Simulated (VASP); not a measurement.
Write the native input for VASP 6.6.1 that does the following.

| Item | Value |
| --- | --- |
| Task | single point |
| Functional | PBEsol |
| Potentials or basis | VASP PAW PBE potentials, release 64 (Zn) |
| Cutoff | 520 eV |
| k mesh | 20 × 20 × 20 |
| Occupations | gaussian, width 0.15 eV |
| Spin | no spin polarisation |
| Dipole correction | no |
| Further INCAR settings | ALGO = Normal; EDIFF = 1e-06; NBANDS = 12 |

The structure of Zn lies in POSCAR:

```
Zn
1.0
   -1.5453752463      1.5300745013      1.5453752463
    1.5453752463     -1.5300745013      1.5453752463
    1.5453752463      1.5300745013     -1.5453752463
Zn
1
Direct
    0.0000000000      0.0000000000      0.0000000000
```

This cell differs from its parent crystal: normal strain along x +0.0100, normal strain along z +0.0100.

One way to write it, as run:

INCAR

```
PREC = Accurate ; ENCUT = 520
EDIFF = 1E-6 ; ISMEAR = 0
SIGMA = 0.15 ; LREAL = F
LASPH = T ; NELM = 60
ALGO = Normal ; ISIF = 2
LWAVE = F ; LCHARG = T
GGA = PS ; LELF = T
LVHAR = T ; NBANDS = 12
```

KPOINTS

```
Automatic mesh
0
Gamma
  20 20 20
```

Potentials or basis: VASP PAW PBE potentials, release 64 (Zn).

The run is started by

```bash
$ cat potpaw_PBE.64/Zn/POTCAR > POTCAR
$ mpirun -np 1 vasp_std > vasp.out
```

Results of the run:

- Pressure: -1.3 GPa
- Band gap on the k mesh: zero (band 6 reaches 7.47 eV, above the bottom of band 7 at 2.35 eV)

Caveat: the cell differs from its parent crystal (normal strain along x +0.0100, normal strain along z +0.0100); the PAW data sets were made with another functional, which shifts forces and pressure a little.

Wall time 36 s on 1 thread of Intel(R) Xeon(R) 6975P-C (Granite Rapids) (shared host), peak memory 0.22 GiB.
